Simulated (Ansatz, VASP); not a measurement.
# Mg6F: VASP beside Ansatz

```
Mg F
1.0
     3.20344    0.00000    0.00000
    -1.60172    7.81532    0.00000
     0.00000    0.00000   20.98511
Mg F
6 1
Direct
  0.84939 0.69878 0.19061
  0.52100 0.04200 0.21976
  0.19261 0.38523 0.24891
  0.37107 0.74148 0.32830
  0.04262 0.08345 0.35424
  0.71282 0.42511 0.38051
  0.71282 0.17511 0.43007
```

Alike in both runs: task single point; functional PBE; k mesh 9 × 4 × 1; occupations gaussian, width 0.1 eV; no spin polarisation.

|  | VASP | Ansatz |
| --- | --- | --- |
| version | VASP 6.6.1 | Ansatz 0.2.0 |
| potentials or method | VASP PAW PBE potentials, release 64 (Mg, F), cutoff 520 eV | scalar-relativistic, plane waves, PAW |
| valence electrons in the cell | 19 | 67 |

|  | VASP | Ansatz | Ansatz less VASP |
| --- | --- | --- | --- |
| gap on the k mesh at the Fermi level (eV) | none | none | - |
| rms of the force components (eV/Å) | 0.440 | 0.438 | -0.0023 |

Atom by atom the forces differ by 0.004 eV/Å (rms over components). A gap of «none» marks a metal or a gap that the smearing closes. The functional is the same, so the differences come from potentials, cutoffs and numerics. VASP's potentials hold 19 valence electrons a cell and Ansatz's 67, so a difference there can come from the potentials and not from the codes.
